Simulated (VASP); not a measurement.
# BN in VASP: notebook, part 2 of 2

VASP 6.6.1.

## 5. Single point, PBE

This run uses another cell than the first one, of 6.08 Å³/atom.

File INCAR:

```
SYSTEM = BN
PREC     = Accurate       ! precision mode
ENCUT    = 600            ! plane-wave cutoff, eV
EDIFF    = 1E-6           ! SCF threshold, eV
ISMEAR   = 0              ! smearing method
SIGMA    = 0.02           ! smearing width, eV
LREAL    = .False.        ! projectors in reciprocal space
LASPH    = .True.         ! aspherical terms in the spheres
NELM     = 120            ! most SCF steps
ALGO     = Normal         ! electronic algorithm
ISIF     = 2              ! what is computed and relaxed
LWAVE    = .False.        ! write WAVECAR
LCHARG   = .True.         ! write CHGCAR
GGA      = PE             ! functional
LELF     = .True.         ! ELF
LVHAR    = .True.       
NBANDS   = 11             ! bands
GGA_COMPAT= .False.
```

File KPOINTS:

```
regular mesh
0
Gamma
  10 10 10
  0 0 0
```

File POSCAR:

```
BN
1.0
    0.0000000000      1.8346125000      1.8075000000
    1.8346125000      0.0000000000      1.8075000000
    1.8346125000      1.8346125000      0.0000000000
B N
1 1
Direct
    0.0000000000      0.0000000000      0.0000000000
    0.2500000000      0.2500000000      0.2500000000
```

Potentials or basis: VASP PAW PBE potentials, release 64 (B, N).

On the command line:

```sh
$ cat potpaw_PBE.64/B/POTCAR potpaw_PBE.64/N/POTCAR > POTCAR
$ mpirun -np 1 vasp_std > vasp.out
```

OUTCAR:

```text
SYSTEM = BN
   PREC = Accurate
   ENCUT = 600
   EDIFF = 1E-6
   ISMEAR = 0
   LREAL = .False.
   LASPH = .True.
   NELM = 120
   ISIF = 2
   GGA = PE

 ion  position               nearest neighbor table
   1  0.000  0.000  0.000-   2 1.58   2 1.58   2 1.58   2 1.58
   2  0.250  0.250  0.250-   1 1.58   1 1.58   1 1.58   1 1.58

  LATTYP: Found a body centered tetragonal cell.
 ALAT       =     2.5945338792
 C/A-ratio  =     1.3933138546

  Lattice vectors:

 A1 = (   0.0000000000,  -1.8346125000,  -1.8075000000)
 A2 = (   0.0000000000,   1.8346125000,  -1.8075000000)
 A3 = (   1.8346125000,   0.0000000000,   1.8075000000)

Analysis of symmetry for initial positions (statically):
=====================================================================
 Subroutine PRICEL returns:
 Original cell was already a primitive cell.

 Routine SETGRP: Setting up the symmetry group for a
 body centered tetragonal supercell.

 Subroutine GETGRP returns: Found  8 space group operations
 (whereof  8 operations were pure point group operations)
 out of a pool of 16 trial point group operations.

The static configuration has the point symmetry D_2d.

Analysis of symmetry for dynamics (positions and initial velocities):
=====================================================================
 Subroutine PRICEL returns:
 Original cell was already a primitive cell.

 Routine SETGRP: Setting up the symmetry group for a
 body centered tetragonal supercell.

 Subroutine GETGRP returns: Found  8 space group operations
 (whereof  8 operations were pure point group operations)
 out of a pool of 16 trial point group operations.

The dynamic configuration has the point symmetry D_2d.

 Subroutine INISYM returns: Found  8 space group operations
 (whereof  8 operations are pure point group operations),
 and found     1 'primitive' translations

----------------------------------------------------------------------------------------

[... 119 lines left out ...]
   AEXX    =    0.0000 exact exchange contribution
   IVDW    =     0    specifies the selected vdW correction
   LEPSILON=     F    determine dielectric tensor
   LRPA    =     F    only Hartree local field effects (RPA)
 non-spin polarized calculation
 Gauss-broadening in eV      SIGMA  =   0.02
  energy-cutoff  :      600.00
  volume of cell :       12.17
 maximum number of plane-waves:       424
 NGX is ok and might be reduce to    24
   NGX = 11   NGY = 11   NGZ = 11

 number of electron       8.0000000 magnetization

 Free energy of the ion-electron system (eV)
  ---------------------------------------------------
  ext. energy  EPLUGINS =         0.00000000
  ---------------------------------------------------
  free energy    TOTEN  =       -17.44549178 eV

  energy without entropy =      -17.44549178  energy(sigma->0) =      -17.44549178

 E-fermi :   7.3855     XC(G=0): -12.6760

 val. band max:        7.1344748065   @ k =   0.0000   0.0000   0.0000
 cond. band min:      11.3041668338   @ k =   0.5000   0.5000   0.0000
 fundamental gap:      4.1696920273
 Fermi energy:         7.3854957245

 k-point     1 :       0.0000    0.0000    0.0000
  band No.  band energies     occupation
      1     -12.8555      2.00000
      2       6.9939      2.00000
      3       6.9939      2.00000
      4       7.1345      2.00000
      5      15.6507      0.00000
      6      15.7556      0.00000
      7      15.7556      0.00000
      8      16.9089      0.00000
      9      31.2392      0.00000
     10      34.0739      0.00000
     11      34.7867      0.00000
[... 309 lines left out ...]
 k-point    24 :       0.4000    0.3000    0.0000
  band No.  band energies     occupation
      1      -9.1183      2.00000
      2       0.4498      2.00000
      3       2.6252      2.00000
      4       2.9743      2.00000
      5      12.9192      0.00000
      6      17.2960      0.00000
      7      22.1698      0.00000
      8      22.2561      0.00000
      9      26.4886      0.00000
     10      33.6044      0.00000
     11      38.1962      0.00000

 [... further k-points ...]

------------------------ aborting loop because EDIFF is reached ----------------------------------------

  FORCE on cell =-STRESS in cart. coord.  units (eV):
  Direction    XX          YY          ZZ          XY          YZ          ZX
  --------------------------------------------------------------------------------------
  -------------------------------------------------------------------------------------
  Total       -0.8171925     -0.8171925     -0.1546207      0.0000000      0.0000000     -0.0000000
  in kB     -107.6063657   -107.6063657    -20.3601591      0.0000000      0.0000000     -0.0000000
  external PRESSURE =     -78.5242968 kB  Pullay stress =       0.0000000 kB

 VOLUME and BASIS-vectors are now :
 -----------------------------------------------------------------------------
  energy-cutoff  :      600.00
  volume of cell :       12.17
      direct lattice vectors                 reciprocal lattice vectors
     0.000000000  1.834612500  1.807500000    -0.272537116  0.272537116  0.276625173
     1.834612500  0.000000000  1.807500000     0.272537116 -0.272537116  0.276625173
     1.834612500  1.834612500  0.000000000     0.272537116  0.272537116 -0.276625173

 POSITION                                       TOTAL-FORCE (eV/Angst)
 -----------------------------------------------------------------------------------
      0.00000      0.00000      0.00000         0.000000      0.000000      0.000000
      0.91731      0.91731      0.90375        -0.000000     -0.000000     -0.000000
 -----------------------------------------------------------------------------------
    total drift:                                0.000000      0.000000      0.000000

  FREE ENERGIE OF THE ION-ELECTRON SYSTEM (eV)
  ---------------------------------------------------
  free  energy   TOTEN  =       -17.4454917783 eV

  energy  without entropy=      -17.4454917783  energy(sigma->0) =      -17.44549178
```

OSZICAR:

```text
N       E                     dE             d eps       ncg     rms          rms(c)
DAV:   1     0.145742101684E+02    0.14574E+02   -0.52840E+03  2292   0.807E+02
DAV:   2    -0.176965158985E+02   -0.32271E+02   -0.31319E+02  2736   0.187E+02
DAV:   3    -0.183653942922E+02   -0.66888E+00   -0.66723E+00  2678   0.221E+01
DAV:   4    -0.183664030051E+02   -0.10087E-02   -0.10087E-02  2400   0.935E-01
DAV:   5    -0.183664039631E+02   -0.95806E-06   -0.95806E-06  2640   0.293E-02    0.652E+00
DAV:   6    -0.175212571385E+02    0.84515E+00   -0.29942E+00  2574   0.104E+01    0.314E+00
DAV:   7    -0.174585983894E+02    0.62659E-01   -0.89589E-02  2457   0.254E+00    0.187E+00
DAV:   8    -0.174452334917E+02    0.13365E-01   -0.34550E-02  2447   0.135E+00    0.177E-01
DAV:   9    -0.174453946369E+02   -0.16115E-03   -0.97456E-04  2397   0.261E-01    0.805E-02
DAV:  10    -0.174454862652E+02   -0.91628E-04   -0.12797E-04  2378   0.103E-01    0.150E-02
DAV:  11    -0.174454917015E+02   -0.54364E-05   -0.93127E-06  2687   0.255E-02    0.103E-02
DAV:  12    -0.174454917783E+02   -0.76744E-07   -0.15373E-06  1383   0.913E-03
   1 F= -.17445492E+02 E0= -.17445492E+02  d E =-.435098E-73
```

stdout:

```text
POSCAR found type information on POSCAR B N
 POSCAR found :  2 types and       2 ions
 scaLAPACK will be used
 LDA part: xc-table for (Slater+PW92), standard interpolation
 POSCAR, INCAR and KPOINTS ok, starting setup
 FFT: planning ... GRIDC
 FFT: planning ... GRID_SOFT
 FFT: planning ... GRID
 WAVECAR not read
 entering main loop
```

Run time: 20 s. Hardware: 1 thread of Intel Xeon 8259CL, shared host; peak memory 0.14 GiB.

Results:

```
Free energy            : -17.4455 eV
Pressure               : -7.9 GPa
Band gap on the k mesh : 4.17 eV (least direct gap 8.52 eV)
```

Caveat: the cell stands under tension.

## 6. Single point, PBE

This run uses another cell than the first one, of 6.26 Å³/atom.

File INCAR:

```
ALGO = Normal
EDIFF = 1E-6
ENCUT = 600
GGA = PE
GGA_COMPAT = False
ISIF = 2
ISMEAR = 0
LASPH = True
LCHARG = True
LELF = True
LREAL = False
LVHAR = True
LWAVE = False
NBANDS = 11
NELM = 120
PREC = Accurate
SIGMA = 0.02
```

File KPOINTS:

```
k-points
0
Gamma
  10 10 10
```

File POSCAR:

```
BN
1.0
    0.0000000000      1.8617250000      1.8075000000
    1.8617250000      0.0000000000      1.8075000000
    1.8617250000      1.8617250000      0.0000000000
B N
1 1
Direct
    0.0000000000      0.0000000000      0.0000000000
    0.2500000000      0.2500000000      0.2500000000
```

Potentials or basis: VASP PAW PBE potentials, release 64 (B, N).

On the command line:

```sh
$ cat potpaw_PBE.64/B/POTCAR potpaw_PBE.64/N/POTCAR > POTCAR
$ mpirun -np 1 vasp_std > vasp.out
```

It took 18 s on 1 thread of Intel Xeon 8259CL, shared host; peak memory 0.14 GiB.

It converged, with:

| Item | Value |
| --- | --- |
| Free energy | -17.4081 eV |
| Pressure | -17.4 GPa |
| Band gap on the k mesh | 3.91 eV (least direct gap 8.23 eV) |

Stress tensor (GPa, compression positive):
```
-22.93   0.00   0.00
  0.00 -22.93   0.00
  0.00   0.00  -6.43
```

Levels at points of the mesh, in eV from the valence-band top:
```csv
k point,band 2,band 3,band 4,band 5,band 6,band 7
"(0.00, 0.00, 0.00)",-0.27,-0.27,0.00,8.23,8.44,8.44
"(0.50, 0.00, 0.00)",-10.34,-2.22,-1.80,9.03,10.05,10.52
"(0.50, 0.50, 0.00)",-8.44,-5.05,-5.05,3.91,8.27,16.89
"(0.50, 0.00, 0.50)",-8.86,-4.67,-4.66,4.38,8.95,16.59
```

Caveat: the cell stands under tension. A k mesh can miss the band edges.

## 7. Overview

```csv
cell,gap on the mesh (eV),pressure (GPa)
"a = 2.556 Å, angles 60.0°, 2 atoms",4.46,3.0
"a = 2.518, b = 2.518, c = 2.480 Å, angles 60.5, 60.5, 59.0°, 2 atoms",4.23,29.2
"a = 2.537, b = 2.537, c = 2.518 Å, angles 60.3, 60.3, 59.5°, 2 atoms",4.35,15.3
"a = 2.575, b = 2.575, c = 2.595 Å, angles 59.8, 59.8, 60.5°, 2 atoms",4.17,-7.9
"a = 2.595, b = 2.595, c = 2.633 Å, angles 59.5, 59.5, 61.0°, 2 atoms",3.91,-17.4
```

Alike in all rows: task single point; level PBE; potentials or basis VASP PAW PBE potentials, release 64 (B, N); no spin polarisation; k mesh 10 × 10 × 10; cutoff (eV) 600; smearing gaussian 0.02 eV.

Caveats: the cell stands under pressure (at least some runs); the cell stands under tension (at least some runs).

Absolute energies hang on the potentials; compare differences alone.
